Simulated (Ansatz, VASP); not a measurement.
Sr in VASP and in Ansatz

Contents of INCAR:

```
PREC = Accurate
ENCUT = 520
EDIFF = 1E-6
ISMEAR = -1
SIGMA = 0.02
LREAL = False
LASPH = True
NELM = 80
ALGO = Fast
ISIF = 2
LWAVE = False
LCHARG = False
NBANDS = 11
```

File KPOINTS:

```
regular mesh
0
Gamma
  8 8 8
```

The input POSCAR:

```
Sr
1.0
    0.0000000000      3.1020190703      3.1020190703
    3.1020190703      0.0000000000      3.1020190703
    3.1020190703      3.1020190703      0.0000000000
Sr
1
Direct
    0.0000000000      0.0000000000      0.0000000000
```

File input.yaml:

```yaml
crystal:
  lattice:
    - [0.0, 3.1020190703, 3.1020190703]
    - [3.1020190703, 0.0, 3.1020190703]
    - [3.1020190703, 3.1020190703, 0.0]
  atoms:
    - { symbol: Sr, position: [0.0, 0.0, 0.0] }
kpoints:
  mp_grid: { grid: [8, 8, 8] }
scf:
  occupations: { method: fermi_dirac, width: 0.02 }
hamiltonian:
  xc: lda
  pseudopotentials: { kind: all_electron, lapw: { basis_error: 0.001 } }
output:
  forces: true
  stress: true
  eigenvalues: true
```

Change from the starting cell: volume scaled by 1.06.

Alike in both runs: task single point; functional LDA; k mesh 8 × 8 × 8; occupations fermi-dirac, width 0.02 eV; no spin polarisation.

```csv
,VASP,Ansatz
version,VASP 6.6.1,Ansatz 0.2.0
potentials or method,"VASP PAW LDA potentials, release 64 (Sr_sv), cutoff 520 eV","all-electron LAPW, scalar-relativistic"
```

|  | VASP | Ansatz | Ansatz less VASP |
| --- | --- | --- | --- |
| gap on the k mesh at the Fermi level (eV) | none | none | - |
| pressure (GPa) | -2.1 | -2.1 | +0.01 |

LDA's correlation is that of Perdew and Zunger in VASP and of Perdew and Wang (1992) in Ansatz. A gap of «none» marks a metal or a gap that the smearing closes. Ansatz ran all-electron here, and VASP with PAW potentials.
